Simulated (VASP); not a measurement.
# SrO (Fm-3m) in VASP: further runs

SrO is run at these levels: BLYP+D3(BJ), BLYP; tasks: single point.

All numbers are computed with VASP 6.6.1; they aren't measurements. Logs are shortened: lines on timing, memory, paths and dates and some standing lists are left out, and cuts for length are marked.

**1. The cell of the first run**

It takes space group Fm-3m (No. 225, cubic). Conventional cell: a = 5.141 Å, b = 5.141 Å, c = 5.141 Å, α = 90.00°, β = 90.00°, γ = 90.00°. Sr (site symmetry m-3m) has 6 O at 2.57 Å within 3.4 Å. O (site symmetry m-3m) has 6 Sr at 2.57 Å within 3.4 Å.

**2. Single point, BLYP+D3(BJ)**

File INCAR:

```
  AGGAC = 1.0
  AGGAX = 1.0
  ALDAC = 0.0
  ALDAX = 1.0
  ALGO = Normal
  EDIFF = 1E-6
  ENCUT = 520
  GGA = B5
  ISIF = 2
  ISMEAR = 0
  IVDW = 12
  LASPH = True
  LCHARG = False
  LREAL = False
  LWAVE = False
  NBANDS = 15
  NELM = 80
  PREC = Accurate
  SIGMA = 0.05
  VDW_A1 = 0.4298
  VDW_A2 = 4.2359
  VDW_S6 = 1.0
  VDW_S8 = 2.6996
```

File KPOINTS:

```
k-points
0
Gamma
  8 8 8
```

File POSCAR:

```
SrO
1.0
    0.0000000000      2.5705926867      2.5705926867
    2.5705926867      0.0000000000      2.5705926867
    2.5705926867      2.5705926867      0.0000000000
Sr O
1 1
Direct
    0.5000000000      0.5000000000      0.5000000000
    0.0000000000      0.0000000000      0.0000000000
```

Potentials or basis: VASP PAW PBE potentials, release 64 (Sr_sv, O).

Started as:

```sh
cat potpaw_PBE.64/Sr_sv/POTCAR potpaw_PBE.64/O/POTCAR > POTCAR
mpirun -np 1 vasp_std > vasp.out
```

OUTCAR:

```text
EDIFF = 1E-6
   ENCUT = 520
   GGA = B5
   ISIF = 2
   ISMEAR = 0
   IVDW = 12
   LASPH = True
   LREAL = False
   NELM = 80
   PREC = Accurate
 IVDW          = 12

 ion  position               nearest neighbor table
   1  0.500  0.500  0.500-   2 2.57   2 2.57   2 2.57   2 2.57   2 2.57   2 2.57
   2  0.000  0.000  0.000-   1 2.57   1 2.57   1 2.57   1 2.57   1 2.57   1 2.57

  LATTYP: Found a face centered cubic cell.
 ALAT       =     5.1411853734

  Lattice vectors:

 A1 = (   0.0000000000,   2.5705926867,   2.5705926867)
 A2 = (   2.5705926867,   0.0000000000,   2.5705926867)
 A3 = (   2.5705926867,   2.5705926867,   0.0000000000)

Analysis of symmetry for initial positions (statically):
=====================================================================
 Subroutine PRICEL returns:
 Original cell was already a primitive cell.

 Routine SETGRP: Setting up the symmetry group for a
 face centered cubic supercell.

 Subroutine GETGRP returns: Found 48 space group operations
 (whereof 48 operations were pure point group operations)
 out of a pool of 48 trial point group operations.

The static configuration has the point symmetry O_h .

Analysis of symmetry for dynamics (positions and initial velocities):
=====================================================================
 Subroutine PRICEL returns:
 Original cell was already a primitive cell.

 Routine SETGRP: Setting up the symmetry group for a
 face centered cubic supercell.

 Subroutine GETGRP returns: Found 48 space group operations
 (whereof 48 operations were pure point group operations)
 out of a pool of 48 trial point group operations.

The dynamic configuration has the point symmetry O_h .

 Subroutine INISYM returns: Found 48 space group operations
 (whereof 48 operations are pure point group operations),
 and found     1 'primitive' translations

----------------------------------------------------------------------------------------

                                     Primitive cell

  volume of cell :      33.9727

  direct lattice vectors                    reciprocal lattice vectors
     0.000000000  2.570592687  2.570592687    -0.194507672  0.194507672  0.194507672
     2.570592687  0.000000000  2.570592687     0.194507672 -0.194507672  0.194507672
     2.570592687  2.570592687  0.000000000     0.194507672  0.194507672 -0.194507672

  length of vectors
     3.635367041  3.635367041  3.635367041     0.336897171  0.336897171  0.336897171

  position of ions in fractional coordinates (direct lattice)
     0.500000000  0.500000000  0.500000000
     0.000000000  0.000000000  0.000000000

  ion indices of the primitive-cell ions
   primitive index   ion index
                 1           1
                 2           2

----------------------------------------------------------------------------------------

 KPOINTS: k-points

Automatic generation of k-mesh.
 Grid dimensions read from file:
 generate k-points for:    8    8    8

 Generating k-lattice:

  Cartesian coordinates                     Fractional coordinates (reciprocal lattice)
    -0.024313459  0.024313459  0.024313459     0.125000000  0.000000000  0.000000000
     0.024313459 -0.024313459  0.024313459     0.000000000  0.125000000  0.000000000
     0.024313459  0.024313459 -0.024313459     0.000000000  0.000000000  0.125000000

  Length of vectors
     0.042112146  0.042112146  0.042112146

  Shift w.r.t. Gamma in fractional coordinates (k-lattice)
     0.000000000  0.000000000  0.000000000

 Subroutine IBZKPT returns following result:
 ===========================================

 Found     29 irreducible k-points:

 Following reciprocal coordinates:
            Coordinates               Weight
  0.000000  0.000000  0.000000      1.000000
  0.125000  0.000000  0.000000      8.000000
  0.250000  0.000000  0.000000      8.000000
  0.375000  0.000000  0.000000      8.000000
  0.500000  0.000000  0.000000      4.000000
  0.125000  0.125000  0.000000      6.000000
[... 16 lines left out ...]
  0.500000  0.250000  0.125000     48.000000
 -0.375000  0.250000  0.125000     24.000000
 [... further k-points ...]
   k-points           NKPTS =     29   k-points in BZ     NKDIM =     29   number of bands    NBANDS=     15
   number of dos      NEDOS =    301   number of ions     NIONS =      2
   total plane-waves  NPLWV =  21952
   dimension x,y,z NGX =    28 NGY =   28 NGZ =   28
   dimension x,y,z NGXF=    56 NGYF=   56 NGZF=   56
   ions per type =               1   1
   NGX,Y,Z   is equivalent  to a cutoff of  12.80, 12.80, 12.80 a.u.
   NGXF,Y,Z  is equivalent  to a cutoff of  25.61, 25.61, 25.61 a.u.
 SYSTEM =  unknown system
   PREC   = accura    normal or accurate (medium, high low for compatibility)
   ISTART =      0    job   : 0-new  1-cont  2-samecut
   ICHARG =      2    charge: 1-file 2-atom 10-const
   ISPIN  =      1    spin polarized calculation?
   LNONCOLLINEAR =      F non collinear calculations
   LSORBIT =      F    spin-orbit coupling
   LASPH  =      T    aspherical Exc in radial PAW
   ENCUT  =  520.0 eV  38.22 Ry    6.18 a.u.   6.76  6.76  6.76*2*pi/ulx,y,z
   NELM   =     80;   NELMIN=  2; NELMDL= -5     # of ELM steps
   EDIFF  = 0.1E-05   stopping-criterion for ELM
   LREAL  =      F    real-space projection
   EDIFFG = 0.1E-04   stopping-criterion for IOM
   NSW    =      0    number of steps for IOM
   IBRION =     -1    ionic relax: 0-MD 1-quasi-New 2-CG
   NFREE  =      0    steps in history (QN), initial steepest desc. (CG)
   ISIF   =      2    stress and relaxation
   ISYM   =      2    0-nonsym 1-usesym 2-fastsym
   POTIM  = 0.5000    time-step for ionic-motion
   TEBEG  =    0.0;   TEEND  =   0.0 temperature during run
   PSTRESS=    0.0 pullay stress
   NELECT =      16.0000    total number of electrons
   NUPDOWN=      -1.0000    fix difference up-down
   EMIN   =  10.00;   EMAX   =-10.00  energy-range for DOS
   EFERMI =   0.00;   METHOD = LEGACY
   ISMEAR =     0;   SIGMA  =   0.05  broadening in eV -4-tet -1-fermi 0-gaus
   EFERMI_NEDOS =   21; number of points for ismear=-14 and -15
   IALGO  =     38    algorithm
   IMIX   =      4    mixing-type and parameters
     AMIX     =   0.40;   BMIX     =  1.00
     AMIX_MAG =   1.60;   BMIX_MAG =  1.00
  volume/ion in A,a.u.               =      16.99       114.63
  Fermi-wavevector in a.u.,A,eV,Ry     =   1.273713  2.406968 22.073339  1.622345
  Thomas-Fermi vector in A             =   2.406521
   LORBIT       =      0    0 simple, 1 ext, 2 COOP (PROOUT), +10 PAW based schemes
   GGA     = B5    functional components
   LHFCALC =     F    Hartree Fock is set to
   AEXX    =    0.0000 exact exchange contribution
   IVDW    =    12    specifies the selected vdW correction
   LEPSILON=     F    determine dielectric tensor
   LRPA    =     F    only Hartree local field effects (RPA)
 non-spin polarized calculation
 Gauss-broadening in eV      SIGMA  =   0.05
  energy-cutoff  :      520.00
  volume of cell :       33.97
 maximum number of plane-waves:       941
   NGX = 13   NGY = 13   NGZ = 13

 number of electron      15.9999997 magnetization

 Free energy of the ion-electron system (eV)
  ---------------------------------------------------
  ext. energy  EPLUGINS =         0.00000000
  ---------------------------------------------------
  free energy    TOTEN  =       -11.45645653 eV

  energy without entropy =      -11.45645653  energy(sigma->0) =      -11.45645653

 E-fermi :   2.2872     XC(G=0):  -9.5656

 val. band max:        2.0197735529   @ k =   0.0000   0.0000   0.0000
 cond. band min:       5.4136889795   @ k =   0.5000   0.5000   0.0000
 fundamental gap:      3.3939154266
 Fermi energy:         2.2872349632

 k-point     1 :       0.0000    0.0000    0.0000
  band No.  band energies     occupation
      1     -30.3970      2.00000
      2     -12.9718      2.00000
      3     -12.0733      2.00000
      4     -12.0733      2.00000
      5     -12.0733      2.00000
      6       2.0198      2.00000
      7       2.0198      2.00000
      8       2.0198      2.00000
      9       6.2487      0.00000
     10       8.2362      0.00000
     11       8.2362      0.00000
     12       8.2362      0.00000
     13      10.3961      0.00000
     14      10.3961      0.00000
     15      15.1790      0.00000

 k-point     2 :       0.1250    0.0000    0.0000
  band No.  band energies     occupation
      1     -30.3773      2.00000
      2     -13.3796      2.00000
      3     -12.0853      2.00000
      4     -12.0853      2.00000
      5     -11.7127      2.00000
      6       1.5879      2.00000
      7       1.8240      2.00000
      8       1.8240      2.00000
      9       6.9280      0.00000
     10       8.1238      0.00000
     11       8.5384      0.00000
     12       8.5384      0.00000
     13      10.8004      0.00000
     14      10.8004      0.00000
     15      16.1313      0.00000

 k-point     3 :       0.2500    0.0000    0.0000
  band No.  band energies     occupation
      1     -30.3291      2.00000
      2     -13.9747      2.00000
      3     -12.1140      2.00000
      4     -12.1140      2.00000
      5     -11.2324      2.00000
      6       0.7847      2.00000
      7       1.4011      2.00000
      8       1.4011      2.00000
      9       8.0984      0.00000
     10       8.4653      0.00000
     11       9.3569      0.00000
     12       9.3569      0.00000
     13      11.8105      0.00000
     14      11.8105      0.00000
     15      18.0029      0.00000
[... 343 lines left out ...]
 k-point    23 :       0.5000    0.2500    0.1250
  band No.  band energies     occupation
      1     -30.2554      2.00000
      2     -14.1763      2.00000
      3     -12.4317      2.00000
      4     -12.2437      2.00000
      5     -11.1930      2.00000
      6       0.5208      2.00000
      7       1.0931      2.00000
      8       1.5136      2.00000
      9       7.6880      0.00000
     10       9.3505      0.00000
     11      10.9340      0.00000
     12      11.0626      0.00000
     13      13.0512      0.00000
     14      14.0849      0.00000
     15      16.3957      0.00000

 k-point    24 :      -0.3750    0.2500    0.1250
  band No.  band energies     occupation
      1     -30.2392      2.00000
      2     -14.2459      2.00000
      3     -12.4539      2.00000
      4     -12.2961      2.00000
      5     -11.1619      2.00000
      6       0.4843      2.00000
      7       1.1659      2.00000
      8       1.2477      2.00000
      9       8.4854      0.00000
     10       8.8785      0.00000
     11      11.3612      0.00000
     12      11.4687      0.00000
     13      13.5538      0.00000
     14      15.0240      0.00000
     15      15.4105      0.00000

 [... further k-points ...]

------------------------ aborting loop because EDIFF is reached ----------------------------------------

 Edisp (eV)   -1.17362

 E8    (eV) :    -0.9056

  FORCE on cell =-STRESS in cart. coord.  units (eV):
  Direction    XX          YY          ZZ          XY          YZ          ZX
  --------------------------------------------------------------------------------------
  -------------------------------------------------------------------------------------
  Total       0.13187     0.13187     0.13187     0.00000     0.00000     0.00000
  in kB       6.21907     6.21907     6.21907     0.00000     0.00000     0.00000
  external pressure =        6.22 kB  Pullay stress =        0.00 kB

 VOLUME and BASIS-vectors are now :
 -----------------------------------------------------------------------------
  energy-cutoff  :      520.00
  volume of cell :       33.97
      direct lattice vectors                 reciprocal lattice vectors
     0.000000000  2.570592687  2.570592687    -0.194507672  0.194507672  0.194507672
     2.570592687  0.000000000  2.570592687     0.194507672 -0.194507672  0.194507672
     2.570592687  2.570592687  0.000000000     0.194507672  0.194507672 -0.194507672

 POSITION                                       TOTAL-FORCE (eV/Angst)
 -----------------------------------------------------------------------------------
      2.57059      2.57059      2.57059         0.000000     -0.000000     -0.000000
      0.00000      0.00000      0.00000        -0.000000      0.000000      0.000000
 -----------------------------------------------------------------------------------
    total drift:                                0.000000      0.000000      0.000000

  FREE ENERGIE OF THE ION-ELECTRON SYSTEM (eV)
  ---------------------------------------------------
  free  energy   TOTEN  =       -12.6300800176 eV

  energy  without entropy=      -12.6300800176  energy(sigma->0) =      -12.63008002
```

It took 26 s on 1 thread of AMD EPYC 7R43 (Zen 3), shared host; peak memory 0.13 GiB.

What came out:

| Item | Value |
| --- | --- |
| Free energy | -12.6301 eV |
| Pressure | 0.6 GPa |
| Band gap on the k mesh | 3.39 eV, indirect (least direct gap 3.48 eV) |
| Dispersion energy per atom | -0.587 eV |

Levels at points of the mesh, in eV from the valence-band top:
| k point | band 4 | band 5 | band 6 | band 7 | band 8 | band 9 | band 10 | band 11 | band 12 | band 13 |
| --- | --- | --- | --- | --- | --- | --- | --- | --- | --- | --- |
| (0.00, 0.00, 0.00) | -14.09 | -14.09 | 0.00 | 0.00 | 0.00 | 4.23 | 6.22 | 6.22 | 6.22 | 8.38 |
| (0.50, 0.00, 0.00) | -14.17 | -12.82 | -2.11 | -1.13 | -1.13 | 6.64 | 8.77 | 8.81 | 8.81 | 11.85 |
| (0.50, 0.50, 0.00) | -14.45 | -14.45 | -0.40 | -0.08 | -0.08 | 3.39 | 7.84 | 10.13 | 10.68 | 10.99 |

Caveat: the PAW data sets were made with another functional, which shifts forces and pressure a little.

**3. Single point, BLYP+D3(BJ) (volume scaled by 1.02)**

File INCAR:

```
SYSTEM = SrO
AGGAC = 1.0 ; AGGAX = 1.0
ALDAC = 0.0 ; ALDAX = 1.0
ALGO = Normal ; EDIFF = 1E-6
ENCUT = 520 ; GGA = B5
ISIF = 2 ; ISMEAR = 0
IVDW = 12 ; LASPH = .TRUE.
LCHARG = .FALSE. ; LREAL = .FALSE.
LWAVE = .FALSE. ; NBANDS = 15
NELM = 60 ; PREC = Accurate
SIGMA = 0.05 ; VDW_A1 = 0.4298
VDW_A2 = 4.2359 ; VDW_S6 = 1.0
VDW_S8 = 2.6996
```

File KPOINTS:

```
k-points
0
G
  8 8 8
  0 0 0
```

File POSCAR:

```
SrO
1.0
    0.0000000000      2.5876169755      2.5876169755
    2.5876169755      0.0000000000      2.5876169755
    2.5876169755      2.5876169755      0.0000000000
Sr O
1 1
Direct
    0.5000000000      0.5000000000      0.5000000000
    0.0000000000      0.0000000000      0.0000000000
```

Potentials or basis: VASP PAW PBE potentials, release 64 (Sr_sv, O).

Started as:

```sh
cat potpaw_PBE.64/Sr_sv/POTCAR potpaw_PBE.64/O/POTCAR > POTCAR
mpirun -np 1 vasp_std > vasp.out
```

Run time: 24 s. Hardware: 1 thread of AMD EPYC 7R43 (Zen 3), shared host; peak memory 0.13 GiB.

Results (log left out):

* Free energy: -12.6293 eV
* Pressure: -1.2 GPa
* Band gap on the k mesh: 3.40 eV, indirect (least direct gap 3.50 eV)
* Dispersion energy per atom: -0.575 eV

Levels at points of the mesh, in eV from the valence-band top:
```tsv
k point	band 5	band 6	band 7	band 8	band 9	band 10	band 11	band 12
(0.00, 0.00, 0.00)	-14.18	0.00	0.00	0.00	4.09	6.17	6.17	6.17
(0.50, 0.00, 0.00)	-12.91	-2.08	-1.09	-1.09	6.55	8.61	8.70	8.70
(0.50, 0.50, 0.00)	-14.52	-0.44	-0.10	-0.10	3.40	7.69	10.00	10.51
```

Caveat: the PAW data sets were made with another functional, which shifts forces and pressure a little.

**4. Single point, BLYP+D3(BJ) (volume scaled by 1.04)**

Changes to INCAR since step 3:

```diff
@@ -7,3 +7,4 @@
 IVDW = 12 ; LASPH = .TRUE.
-LCHARG = .FALSE. ; LREAL = .FALSE.
+LCHARG = .TRUE. ; LELF = .TRUE.
+LREAL = .FALSE. ; LVHAR = .TRUE.
 LWAVE = .FALSE. ; NBANDS = 15
```

KPOINTS is that of step 3.

File POSCAR:

```
SrO
1.0
    0.0000000000      2.6044201539      2.6044201539
    2.6044201539      0.0000000000      2.6044201539
    2.6044201539      2.6044201539      0.0000000000
Sr O
1 1
Direct
    0.5000000000      0.5000000000      0.5000000000
    0.0000000000      0.0000000000      0.0000000000
```

Started as:

```sh
cat potpaw_PBE.64/Sr_sv/POTCAR potpaw_PBE.64/O/POTCAR > POTCAR
mpirun -np 1 vasp_std > vasp.out
```

Wall time 24 s (1 thread of AMD EPYC 7R43 (Zen 3), shared host); peak memory 0.14 GiB.

It converged, with:

```yaml
Free_energy: -12.6213 eV
Pressure: -2.8 GPa
Band_gap_on_the_k_mesh: 3.41 eV, indirect (least direct gap 3.52 eV)
Dispersion_energy_per_atom: -0.564 eV
```

Levels at points of the mesh, in eV from the valence-band top:
```
           k point  band 6  band 7  band 8  band 9  band 10  band 11
(0.00, 0.00, 0.00)    0.00    0.00    0.00    3.95     6.12     6.12
(0.50, 0.00, 0.00)   -2.04   -1.06   -1.06    6.47     8.46     8.58
(0.50, 0.50, 0.00)   -0.46   -0.11   -0.11    3.41     7.55     9.87
```

Caveat: the PAW data sets were made with another functional, which shifts forces and pressure a little. A k mesh can miss the band edges.

**5. Single point, BLYP**

File INCAR:

```
PREC     = Accurate       # precision mode
ENCUT    = 520            # plane-wave cutoff, eV
EDIFF    = 1E-7           # SCF threshold, eV
ISMEAR   = 0              # smearing method
SIGMA    = 0.05           # smearing width, eV
LREAL    = False          # projectors in reciprocal space
LASPH    = True           # aspherical terms in the spheres
NELM     = 100            # most SCF steps
ALGO     = Normal         # electronic algorithm
ISIF     = 2              # what is computed and relaxed
LWAVE    = False          # write WAVECAR
LCHARG   = False          # write CHGCAR
GGA      = B5             # functional
ALDAX    = 1.0          
AGGAX    = 1.0          
AGGAC    = 1.0          
ALDAC    = 0.0          
NBANDS   = 15             # bands
```

File KPOINTS:

```
regular mesh
0
Gamma
  8 8 8
```

File POSCAR:

```
SrO
1.0
    0.0000000000      2.5697984671      2.5697984671
    2.5697984671      0.0000000000      2.5697984671
    2.5697984671      2.5697984671      0.0000000000
Sr O
1 1
Direct
    0.5000000000      0.5000000000      0.5000000000
    0.0000000000      0.0000000000      0.0000000000
```

Started as:

```sh
cat potpaw_PBE.64/Sr_sv/POTCAR potpaw_PBE.64/O/POTCAR > POTCAR
mpirun -np 1 vasp_std > vasp.out
```

It took 34 s on 1 thread of AMD EPYC 7R43 (Zen 3), shared host; peak memory 0.13 GiB.

Results (log left out):

* Free energy: -11.4552 eV
* Pressure: 6.4 GPa
* Band gap on the k mesh: 3.39 eV, indirect (least direct gap 3.48 eV)

Levels at points of the mesh, in eV from the valence-band top:
```
           k point  band 6  band 7  band 8  band 9  band 10  band 11
(0.00, 0.00, 0.00)    0.00    0.00    0.00    4.24     6.22     6.22
(0.50, 0.00, 0.00)   -2.12   -1.13   -1.13    6.64     8.78     8.82
(0.50, 0.50, 0.00)   -0.40   -0.08   -0.08    3.39     7.85    10.14
```

Caveat: the PAW data sets were made with another functional, which shifts forces and pressure a little. A k mesh can miss the band edges.

**6. Summary**

```tsv
level	cell	gap on the mesh (eV)	pressure (GPa)
BLYP+D3(BJ)	a = 3.635 Å, angles 60.0°, 2 atoms	3.39	0.6
BLYP+D3(BJ)	a = 3.659 Å, angles 60.0°, 2 atoms	3.40	-1.2
BLYP+D3(BJ)	a = 3.683 Å, angles 60.0°, 2 atoms	3.41	-2.8
BLYP	a = 3.634 Å, angles 60.0°, 2 atoms	3.39	6.4
```

Alike in all rows: task single point; potentials or basis VASP PAW PBE potentials, release 64 (Sr_sv, O); no spin polarisation; k mesh 8 × 8 × 8; cutoff (eV) 520; smearing gaussian 0.05 eV.

Caveats: the PAW data sets were made with another functional, which shifts forces and pressure a little.

Absolute energies hang on the potentials; compare differences alone.
